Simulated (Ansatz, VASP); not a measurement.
# SnS2: VASP beside Ansatz

The input INCAR:

```
ALGO = Normal
EDIFF = 1E-7
EDIFFG = -0.02
ENCUT = 500
GGA_COMPAT = F
IBRION = 2
ISIF = 3
ISMEAR = 0
LASPH = T
LCHARG = F
LREAL = F
LWAVE = F
NELM = 120
NELMIN = 4
NSW = 80
PREC = Accurate
SIGMA = 0.01
```

File KPOINTS:

```
k-points
0
Gamma
  12 12 4
```

POSCAR

```
SnS2
1.0
    3.6390000000      0.0000000000      0.0000000000
   -1.8195000000      3.1514664444      0.0000000000
    0.0000000000      0.0000000000      5.8680000000
Sn S
1 2
Direct
    0.0000000000      0.0000000000      0.0000000000
    0.3333330000      0.6666670000      0.2500000000
    0.6666670000      0.3333330000      0.7500000000
```

Input for Ansatz:

```yaml
crystal:
  lattice:
    - [3.639, 0.0, 0.0]
    - [-1.819499999999999, 3.151466444371572, 0.0]
    - [0.0, 0.0, 5.868]
  atoms:
    - { symbol: Sn, position: [0.0, 0.0, 0.0] }
    - { symbol: S, position: [0.33333299999999993, 0.6666669999999999, 0.25] }
    - { symbol: S, position: [0.666667, 0.333333, 0.7499999999999999] }
basis:
  ecutwfc: 650.0
kpoints:
  mp_grid:
    grid: [12, 12, 4]
hamiltonian:
  xc: lda
  dispersion: none
scf:
  occupations:
    method: fixed
relax:
  f_tol: 0.02
  cell: {}
```

Alike in both runs: task relaxation of cell and atoms; functional LDA; k mesh 12 × 12 × 4; no spin polarisation.

|  | VASP | Ansatz |
| --- | --- | --- |
| version | VASP 6.6.1 | Ansatz 0.2.0 |
| potentials or method | VASP PAW LDA potentials, release 64 (Sn_d, S), cutoff 500 eV | plane waves, PAW |
| occupations | gaussian, width 0.01 eV | fixed |
| valence electrons in the cell | 26 | 26 |

```csv
,VASP,Ansatz,Ansatz less VASP
relaxed volume (Å³/atom),21.63,21.69,+0.069
relaxed cell length with the largest relative difference (Å),5.685,5.698,+0.0129
```

LDA's correlation is that of Perdew and Zunger in VASP and of Perdew and Wang (1992) in Ansatz. Ansatz's warnings: structure snapped to symmetry.
